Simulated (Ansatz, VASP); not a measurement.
SnTe: VASP beside Ansatz

The input INCAR:

```
SYSTEM = SnTe
PREC = Accurate ; ENCUT = 500
EDIFF = 1E-6 ; ISMEAR = 0
SIGMA = 0.01 ; LREAL = .FALSE.
LASPH = .TRUE. ; NELM = 120
ALGO = Normal ; ISIF = 2
LWAVE = .FALSE. ; LCHARG = .FALSE.
GGA = PE ; NBANDS = 17
GGA_COMPAT = .FALSE.
```

KPOINTS

```
regular mesh
0
G
  2 2 2
  0 0 0
```

The input POSCAR:

```
SnTe
1.0
    0.0000000000      3.1508500000      3.1508500000
    3.1508500000      0.0000000000      3.1508500000
    3.1508500000      3.1508500000      0.0000000000
Sn Te
1 1
Direct
    0.0000000000      0.0000000000      0.0000000000
    0.5000000000      0.5000000000      0.5000000000
```

Input for Ansatz:

```yaml
crystal:
  lattice:
    - [0.0, 3.15085, 3.15085]
    - [3.15085, 0.0, 3.15085]
    - [3.15085, 3.15085, 0.0]
  atoms:
    - { symbol: Sn, position: [0.0, 0.0, 0.0] }
    - { symbol: Te, position: [0.5, 0.5, 0.5] }
basis:
  ecutwfc: 476.19925930478996
kpoints:
  mp_grid:
    grid: [2, 2, 2]
hamiltonian:
  xc: pbe
scf:
  occupations:
    method: fixed
output:
  eigenvalues: true
```

Alike in both runs: task single point; functional PBE; k mesh 2 × 2 × 2; no spin polarisation.

```csv
,VASP,Ansatz
version,VASP 6.6.1,Ansatz 0.2.0
potentials or method,"VASP PAW PBE potentials, release 64 (Sn_d, Te), cutoff 500 eV","plane waves, PAW"
occupations,"gaussian, width 0.01 eV",fixed
valence electrons in the cell,20,30
```

|  | VASP | Ansatz | Ansatz less VASP |
| --- | --- | --- | --- |
| gap on the k mesh at the Fermi level (eV) | 0.16 | 0.16 | +0.001 |

VASP's potentials hold 20 valence electrons a cell and Ansatz's 30, so a difference there can come from the potentials and not from the codes.

The k mesh is coarse, so the values compare programs but aren't converged. Spin-orbit coupling is off throughout.
